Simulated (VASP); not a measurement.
# Hf2Si (I4/mcm) in VASP: a series of runs

Hf2Si is run at these levels: PBEsol; tasks: single point.

All numbers are computed with VASP 6.6.1; they aren't measurements. Logs are shortened: lines on timing, memory, paths and dates and some standing lists are left out, and cuts for length are marked.

## (1) The cell of the first run

The structure is tetragonal, space group I4/mcm (No. 140). Conventional cell: a = 6.355 Å, b = 6.355 Å, c = 5.029 Å, α = 90.00°, β = 90.00°, γ = 90.00°. Within 3.6 Å of Hf (site symmetry m2m) lie 4 Si at 2.71 Å and 11 Hf at 2.81 to 3.39 Å. Within 3.3 Å of Si (site symmetry 422) lie 2 Si at 2.51 Å and 8 Hf at 2.71 Å.

## (2) Single point, PBEsol

INCAR

```
SYSTEM = Hf2Si
PREC = Accurate ; ENCUT = 520
EDIFF = 1E-7 ; ISMEAR = 0
SIGMA = 0.1 ; LREAL = .False.
LASPH = .True. ; NELM = 80
ALGO = Fast ; ISIF = 2
LWAVE = .False. ; LCHARG = .False.
GGA = PS ; NBANDS = 33
```

KPOINTS

```
Automatic mesh
0
Gamma
  10 10 10
  0 0 0
```

POSCAR

```
Hf2Si
1.0
   -3.1776459574      3.1776459574      2.5147333888
    3.1776459574     -3.1776459574      2.5147333888
    3.1776459574      3.1776459574     -2.5147333888
Hf Si
4 2
Direct
    0.8435490835      0.6564509165      0.5000000000
    0.3435490835      0.8435490835      0.1870981670
    0.1564509165      0.3435490835      0.5000000000
    0.6564509165      0.1564509165      0.8129018330
    0.7500000000      0.7500000000      0.0000000000
    0.2500000000      0.2500000000      0.0000000000
```

Potentials or basis: VASP PAW PBE potentials, release 64 (Hf_pv, Si).

Run with:

```bash
cat potpaw_PBE.64/Hf_pv/POTCAR potpaw_PBE.64/Si/POTCAR > POTCAR
mpirun -np 1 vasp_std > vasp.out
```

OUTCAR:

```text
SYSTEM = Hf2Si
   PREC = Accurate
   ENCUT = 520
   EDIFF = 1E-7
   ISMEAR = 0
   LREAL = .False.
   LASPH = .True.
   NELM = 80
   ISIF = 2
   GGA = PS

 ion  position               nearest neighbor table
   1  0.844  0.656  0.500-   6 2.71   5 2.71   5 2.71   6 2.71   3 2.81   3 3.03   3 3.03   4 3.21
                             2 3.21   4 3.21   2 3.21   2 3.39   4 3.39   2 3.39   4 3.39
   2  0.344  0.844  0.187-   5 2.71   6 2.71   6 2.71   5 2.71   4 2.81   4 3.03   4 3.03   3 3.21
                             1 3.21   1 3.21   3 3.21   3 3.39   1 3.39   1 3.39   3 3.39
   3  0.156  0.344  0.500-   5 2.71   6 2.71   6 2.71   5 2.71   1 2.81   1 3.03   1 3.03   4 3.21
                             2 3.21   4 3.21   2 3.21   4 3.39   2 3.39   4 3.39   2 3.39
   4  0.656  0.156  0.813-   6 2.71   5 2.71   5 2.71   6 2.71   2 2.81   2 3.03   2 3.03   3 3.21
                             1 3.21   1 3.21   3 3.21   1 3.39   3 3.39   1 3.39   3 3.39
   5  0.750  0.750  0.000-   6 2.51   6 2.51   1 2.71   2 2.71   4 2.71   2 2.71   1 2.71   4 2.71
                             3 2.71   3 2.71
   6  0.250  0.250  0.000-   5 2.51   5 2.51   2 2.71   3 2.71   4 2.71   1 2.71   3 2.71   1 2.71
                             4 2.71   2 2.71

  LATTYP: Found a body centered tetragonal cell.
 ALAT       =     6.3552919148
 C/A-ratio  =     0.7913824959

  Lattice vectors:

 A1 = (  -3.1776459574,   3.1776459574,   2.5147333888)
 A2 = (   3.1776459574,  -3.1776459574,   2.5147333888)
 A3 = (   3.1776459574,   3.1776459574,  -2.5147333888)

Analysis of symmetry for initial positions (statically):
=====================================================================
 Subroutine PRICEL returns:
 Original cell was already a primitive cell.

 Routine SETGRP: Setting up the symmetry group for a
 body centered tetragonal supercell.

 Subroutine GETGRP returns: Found 16 space group operations
 (whereof  8 operations were pure point group operations)
 out of a pool of 16 trial point group operations.

The static configuration has the point symmetry C_4h.
 The point group associated with its full space group is D_4h.

Analysis of symmetry for dynamics (positions and initial velocities):
=====================================================================
 Subroutine PRICEL returns:
 Original cell was already a primitive cell.

 Routine SETGRP: Setting up the symmetry group for a
 body centered tetragonal supercell.

 Subroutine GETGRP returns: Found 16 space group operations
 (whereof  8 operations were pure point group operations)
 out of a pool of 16 trial point group operations.

The dynamic configuration has the point symmetry C_4h.
 The point group associated with its full space group is D_4h.

 Subroutine INISYM returns: Found 16 space group operations
 (whereof  8 operations are pure point group operations),
 and found     1 'primitive' translations

----------------------------------------------------------------------------------------

                                     Primitive cell

  volume of cell :     101.5694

  direct lattice vectors                    reciprocal lattice vectors
    -3.177645957  3.177645957  2.514733389     0.000000000  0.157349184  0.198828235
     3.177645957 -3.177645957  2.514733389     0.157349184  0.000000000  0.198828235
     3.177645957  3.177645957 -2.514733389     0.157349184  0.157349184  0.000000000

  length of vectors
     5.149636072  5.149636072  5.149636072     0.253557553  0.253557553  0.222525351

  position of ions in fractional coordinates (direct lattice)
     0.843549084  0.656450916  0.500000000
     0.343549084  0.843549084  0.187098167
     0.156450916  0.343549084  0.500000000
     0.656450916  0.156450916  0.812901833
     0.750000000  0.750000000  0.000000000
     0.250000000  0.250000000  0.000000000

  ion indices of the primitive-cell ions
   primitive index   ion index
                 1           1
                 2           2
                 3           3
                 4           4
                 5           5
                 6           6

----------------------------------------------------------------------------------------

 KPOINTS: Automatic mesh

Automatic generation of k-mesh.
 Grid dimensions read from file:
 generate k-points for:   10   10   10

 Generating k-lattice:

  Cartesian coordinates                     Fractional coordinates (reciprocal lattice)
     0.000000000  0.015734918  0.019882823     0.100000000  0.000000000 -0.000000000
     0.015734918  0.000000000  0.019882823     0.000000000  0.100000000 -0.000000000
     0.015734918  0.015734918  0.000000000     0.000000000  0.000000000  0.100000000

  Length of vectors
     0.025355755  0.025355755  0.022252535

  Shift w.r.t. Gamma in fractional coordinates (k-lattice)
     0.000000000  0.000000000  0.000000000

 Subroutine IBZKPT returns following result:
 ===========================================

 Found    102 irreducible k-points:

 Following reciprocal coordinates:
            Coordinates               Weight
  0.000000  0.000000  0.000000      1.000000
  0.100000  0.000000 -0.000000      8.000000
  0.200000  0.000000 -0.000000      8.000000
  0.300000  0.000000 -0.000000      8.000000
  0.400000  0.000000 -0.000000      8.000000
  0.500000  0.000000 -0.000000      4.000000
[... 16 lines left out ...]
  0.300000  0.300000 -0.000000      8.000000
  0.400000  0.300000 -0.000000     16.000000
 [... further k-points ...]
   k-points           NKPTS =    102   k-points in BZ     NKDIM =    102   number of bands    NBANDS=     33
   number of dos      NEDOS =    301   number of ions     NIONS =      6
   total plane-waves  NPLWV =  64000
   dimension x,y,z NGX =    40 NGY =   40 NGZ =   40
   dimension x,y,z NGXF=    80 NGYF=   80 NGZF=   80
   ions per type =               4   2
   NGX,Y,Z   is equivalent  to a cutoff of  12.91, 12.91, 12.91 a.u.
   NGXF,Y,Z  is equivalent  to a cutoff of  25.83, 25.83, 25.83 a.u.
 SYSTEM =  Hf2Si
   PREC   = accura    normal or accurate (medium, high low for compatibility)
   ISTART =      0    job   : 0-new  1-cont  2-samecut
   ICHARG =      2    charge: 1-file 2-atom 10-const
   ISPIN  =      1    spin polarized calculation?
   LNONCOLLINEAR =      F non collinear calculations
   LSORBIT =      F    spin-orbit coupling
   LASPH  =      T    aspherical Exc in radial PAW
   ENCUT  =  520.0 eV  38.22 Ry    6.18 a.u.   9.57  9.57  9.57*2*pi/ulx,y,z
   NELM   =     80;   NELMIN=  2; NELMDL= -5     # of ELM steps
   EDIFF  = 0.1E-06   stopping-criterion for ELM
   LREAL  =      F    real-space projection
   EDIFFG = 0.1E-05   stopping-criterion for IOM
   NSW    =      0    number of steps for IOM
   IBRION =     -1    ionic relax: 0-MD 1-quasi-New 2-CG
   NFREE  =      0    steps in history (QN), initial steepest desc. (CG)
   ISIF   =      2    stress and relaxation
   ISYM   =      2    0-nonsym 1-usesym 2-fastsym
   POTIM  = 0.5000    time-step for ionic-motion
   TEBEG  =    0.0;   TEEND  =   0.0 temperature during run
   PSTRESS=    0.0 pullay stress
   NELECT =      48.0000    total number of electrons
   NUPDOWN=      -1.0000    fix difference up-down
   EMIN   =  10.00;   EMAX   =-10.00  energy-range for DOS
   EFERMI =   0.00;   METHOD = LEGACY
   ISMEAR =     0;   SIGMA  =   0.10  broadening in eV -4-tet -1-fermi 0-gaus
   EFERMI_NEDOS =   21; number of points for ismear=-14 and -15
   IALGO  =     68    algorithm
   IMIX   =      4    mixing-type and parameters
     AMIX     =   0.40;   BMIX     =  1.00
     AMIX_MAG =   1.60;   BMIX_MAG =  1.00
  volume/ion in A,a.u.               =      16.93       114.24
  Fermi-wavevector in a.u.,A,eV,Ry     =   1.275169  2.409719 22.123819  1.626055
  Thomas-Fermi vector in A             =   2.407896
   LORBIT       =      0    0 simple, 1 ext, 2 COOP (PROOUT), +10 PAW based schemes
   GGA     = PS    functional components
   LHFCALC =     F    Hartree Fock is set to
   AEXX    =    0.0000 exact exchange contribution
   IVDW    =     0    specifies the selected vdW correction
   LEPSILON=     F    determine dielectric tensor
   LRPA    =     F    only Hartree local field effects (RPA)
 non-spin polarized calculation
 RMM-DIIS sequential band-by-band and
 Gauss-broadening in eV      SIGMA  =   0.10
  energy-cutoff  :      520.00
  volume of cell :      101.57
 maximum number of plane-waves:      2781
 NGX is ok and might be reduce to    40
   NGX = 19   NGY = 19   NGZ = 19

 number of electron      48.0000002 magnetization

 Free energy of the ion-electron system (eV)
  ---------------------------------------------------
  ext. energy  EPLUGINS =         0.00000000
  ---------------------------------------------------
  free energy    TOTEN  =       -58.04353907 eV

  energy without entropy =      -58.03175122  energy(sigma->0) =      -58.03764514

 E-fermi :   6.6605     XC(G=0): -12.0519

 val. band max:        6.6595662535   @ k =   0.2000   0.1000  -0.0000
 cond. band min:       6.6663522585   @ k =   0.4000   0.1000  -0.0000
 fundamental gap:      0.0067860050
 Fermi energy:         6.6604563365

 k-point     1 :       0.0000    0.0000    0.0000
  band No.  band energies     occupation
      1     -23.4146      2.00000
      2     -23.3971      2.00000
      3     -23.2197      2.00000
      4     -23.2197      2.00000
      5     -23.1802      2.00000
      6     -23.1802      2.00000
[... 25 lines left out ...]
     32      10.3692      0.00000
     33      11.4748      0.00000

 k-point     2 :       0.1000    0.0000   -0.0000
  band No.  band energies     occupation
      1     -23.4327      2.00000
      2     -23.3975      2.00000
      3     -23.2582      2.00000
      4     -23.2481      2.00000
      5     -23.1424      2.00000
      6     -23.1315      2.00000
[... 25 lines left out ...]
     32      10.7968      0.00000
     33      11.6561      0.00000

 k-point     3 :       0.2000    0.0000   -0.0000
  band No.  band energies     occupation
      1     -23.4682      2.00000
      2     -23.4165      2.00000
      3     -23.2945      2.00000
      4     -23.2390      2.00000
      5     -23.0916      2.00000
      6     -23.0755      2.00000
[... 25 lines left out ...]
     32      11.3593      0.00000
     33      11.8034      0.00000

 k-point     4 :       0.3000    0.0000   -0.0000
  band No.  band energies     occupation
      1     -23.4955      2.00000
      2     -23.4514      2.00000
      3     -23.2990      2.00000
      4     -23.1923      2.00000
      5     -23.0748      2.00000
      6     -23.0478      2.00000
[... 25 lines left out ...]
     32      11.0311      0.00000
     33      11.3289      0.00000

 k-point     5 :       0.4000    0.0000   -0.0000
  band No.  band energies     occupation
      1     -23.5059      2.00000
      2     -23.4819      2.00000
      3     -23.2635      2.00000
      4     -23.1624      2.00000
      5     -23.0803      2.00000
      6     -23.0293      2.00000
[... 604 lines left out ...]
 k-point    22 :      -0.2000    0.2000    0.0000
  band No.  band energies     occupation
      1     -23.4218      2.00000
      2     -23.3834      2.00000
      3     -23.2603      2.00000
      4     -23.2155      2.00000
      5     -23.1812      2.00000
      6     -23.1662      2.00000
[... 25 lines left out ...]
     32      11.1580      0.00000
     33      12.0675      0.00000

 k-point    23 :       0.3000    0.3000   -0.0000
  band No.  band energies     occupation
      1     -23.5314      2.00000
      2     -23.3723      2.00000
      3     -23.2775      2.00000
      4     -23.2375      2.00000
      5     -23.1300      2.00000
      6     -23.0468      2.00000
[... 25 lines left out ...]
     32      10.9781      0.00000
     33      11.4571      0.00000

 k-point    24 :       0.4000    0.3000   -0.0000
  band No.  band energies     occupation
      1     -23.5151      2.00000
      2     -23.3404      2.00000
      3     -23.2920      2.00000
      4     -23.2422      2.00000
      5     -23.1277      2.00000
      6     -23.0831      2.00000
[... 25 lines left out ...]
     32      11.3365      0.00000
     33      11.6340      0.00000

 [... further k-points ...]
[... 5 lines left out ...]
  --------------------------------------------------------------------------------------
  -------------------------------------------------------------------------------------
  Total        7.6020612      7.6020612      7.5746603      0.0000000      0.0000000      0.0000000
  in kB      119.9165130    119.9165130    119.4842843      0.0000000      0.0000000      0.0000000
  external PRESSURE =     119.7724368 kB  Pullay stress =       0.0000000 kB

 VOLUME and BASIS-vectors are now :
 -----------------------------------------------------------------------------
  energy-cutoff  :      520.00
  volume of cell :      101.57
      direct lattice vectors                 reciprocal lattice vectors
    -3.177645957  3.177645957  2.514733389     0.000000000  0.157349184  0.198828235
     3.177645957 -3.177645957  2.514733389     0.157349184  0.000000000  0.198828235
     3.177645957  3.177645957 -2.514733389     0.157349184  0.157349184  0.000000000

 POSITION                                       TOTAL-FORCE (eV/Angst)
 -----------------------------------------------------------------------------------
      0.99429      2.18335      2.51473        -0.014597      0.014597      0.000000
      2.18335     -0.99429      2.51473         0.014597      0.014597      0.000000
      2.18335      0.99429      0.00000         0.014597     -0.014597     -0.000000
      0.99429      4.17194      0.00000        -0.014597     -0.014597     -0.000000
      0.00000      0.00000      3.77210        -0.000000      0.000000      0.000000
      0.00000      0.00000      1.25737        -0.000000      0.000000      0.000000
 -----------------------------------------------------------------------------------
    total drift:                                0.000000      0.000000     -0.000000

  FREE ENERGIE OF THE ION-ELECTRON SYSTEM (eV)
  ---------------------------------------------------
  free  energy   TOTEN  =       -58.0435390731 eV

  energy  without entropy=      -58.0317512169  energy(sigma->0) =      -58.03764514
```

It took 7.1 min on 1 thread of Intel Xeon Platinum 8259CL at 2.50GHz (Skylake/Cascade Lake), shared host; peak memory 0.43 GiB.

What came out:

```
Free energy            : -58.0435 eV
Pressure               : 12.0 GPa
Largest force          : 0.021 eV/Å
Band gap on the k mesh : zero (bands 24 and 25 overlap by 0.87 eV)
```

Forces on the atoms (eV/Å):
```
Hf  -0.015  0.015  0.000
Hf   0.015  0.015  0.000
Hf   0.015 -0.015  0.000
Hf  -0.015 -0.015  0.000
Si   0.000  0.000  0.000
Si   0.000  0.000  0.000
```

Caveat: the cell stands under pressure; the PAW data sets were made with another functional, which shifts forces and pressure a little; spin-orbit coupling is left out, which moves the levels of the heavy elements.

(Continued in part 2 of 2.)
